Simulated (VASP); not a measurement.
A run of VASP 6.6.1 is set up as follows.

Contents of INCAR:

```
SYSTEM = CaB6
PREC = Accurate ; ENCUT = 520
EDIFF = 1E-7 ; ISMEAR = 0
SIGMA = 0.01 ; LREAL = .False.
LASPH = .True. ; NELM = 80
ALGO = Normal ; ISIF = 2
LWAVE = .False. ; LCHARG = .False.
GGA = PE ; IBRION = 2
NSW = 50 ; EDIFFG = -0.01
```

File KPOINTS:

```
Automatic mesh
0
Gamma
  8 8 8
  0 0 0
```

The input POSCAR:

```
CaB6
1.0
    4.1060166998      0.0000000000      0.0000000000
    0.0000000000      4.1060166998      0.0000000000
    0.0000000000      0.0000000000      4.1060166998
Ca B
1 6
Direct
    0.0000000000      0.0000000000      0.0000000000
    0.2017760847      0.5000000000      0.5000000000
    0.5000000000      0.2017760847      0.5000000000
    0.7982239153      0.5000000000      0.5000000000
    0.5000000000      0.7982239153      0.5000000000
    0.5000000000      0.5000000000      0.2017760847
    0.5000000000      0.5000000000      0.7982239153
```

Potentials or basis: VASP PAW PBE potentials, release 64 (Ca_sv, B).

Launch:

```sh
$ cat potpaw_PBE.64/Ca_sv/POTCAR potpaw_PBE.64/B/POTCAR > POTCAR
$ mpirun -np 1 vasp_std > vasp.out
```

Question: Estimate the band gap on the k mesh.

Answer: 0.07 eV (least direct gap 0.10 eV).

Question: Predict the energy gained by relaxing.

Answer: 0.2 meV/atom.

Final structure:
```yaml
crystal:
  lattice:
    - [4.10602, 0.00000, 0.00000]
    - [0.00000, 4.10602, 0.00000]
    - [0.00000, 0.00000, 4.10602]
  atoms:
    - { symbol: Ca, position: [0.00000, 0.00000, 0.00000] }
    - { symbol: B, position: [0.20122, 0.50000, 0.50000] }
    - { symbol: B, position: [0.50000, 0.20122, 0.50000] }
    - { symbol: B, position: [0.79878, 0.50000, 0.50000] }
    - { symbol: B, position: [0.50000, 0.79878, 0.50000] }
    - { symbol: B, position: [0.50000, 0.50000, 0.20122] }
    - { symbol: B, position: [0.50000, 0.50000, 0.79878] }
```

A k mesh can miss the band edges.
